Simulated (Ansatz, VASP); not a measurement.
P: VASP beside Ansatz

File INCAR:

```
SYSTEM = P
PREC = Accurate
ENCUT = 520
EDIFF = 1E-6
ISMEAR = -1
SIGMA = 0.05
LREAL = .False.
LASPH = .True.
NELM = 100
ALGO = Normal
ISIF = 2
LWAVE = .False.
LCHARG = .False.
GGA = PE
NBANDS = 12
```

File KPOINTS:

```
Automatic mesh
0
Gamma
  15 15 8
  0 0 0
```

The input POSCAR:

```
P
1.0
    2.6595197626      0.0000000000      0.0000000000
   -1.3297598813      2.3032116763      0.0000000000
    0.0000000000      0.0000000000      4.5099155578
P
2
Direct
    0.3333333333      0.6666666667      0.2500000000
    0.6666666667      0.3333333333      0.7500000000
```

Input for Ansatz:

```yaml
crystal:
  lattice:
    - [2.6595197626, 0.0, 0.0]
    - [-1.3297598813, 2.3032116763, 0.0]
    - [0.0, 0.0, 4.5099155578]
  atoms:
    - { symbol: P, position: [0.3333333333, 0.6666666667, 0.25] }
    - { symbol: P, position: [0.6666666667, 0.3333333333, 0.75] }
kpoints:
  mp_grid: { grid: [15, 15, 8] }
scf:
  occupations: { method: fermi_dirac, width: 0.05 }
hamiltonian:
  xc: pbe
  pseudopotentials: { kind: all_electron, lapw: { basis_error: 0.001 } }
output:
  forces: true
  stress: true
  eigenvalues: true
```

Change from the starting cell: volume scaled by 0.95.

Alike in both runs: task single point; functional PBE; k mesh 15 × 15 × 8; occupations fermi-dirac, width 0.05 eV; no spin polarisation.

```csv
,VASP,Ansatz
version,VASP 6.6.1,Ansatz 0.2.0
potentials or method,"VASP PAW PBE potentials, release 64 (P), cutoff 520 eV","all-electron LAPW, scalar-relativistic"
```

Ansatz gave:

* pressure (GPa): 5.2
* traceless stress, the component that is largest in VASP (GPa): -0.12

Problem. Which values does VASP return?

Solution. Pressure (GPa): 5.0; traceless stress, the component that is largest in VASP (GPa): -0.12.

Ansatz ran all-electron here, and VASP with PAW potentials.
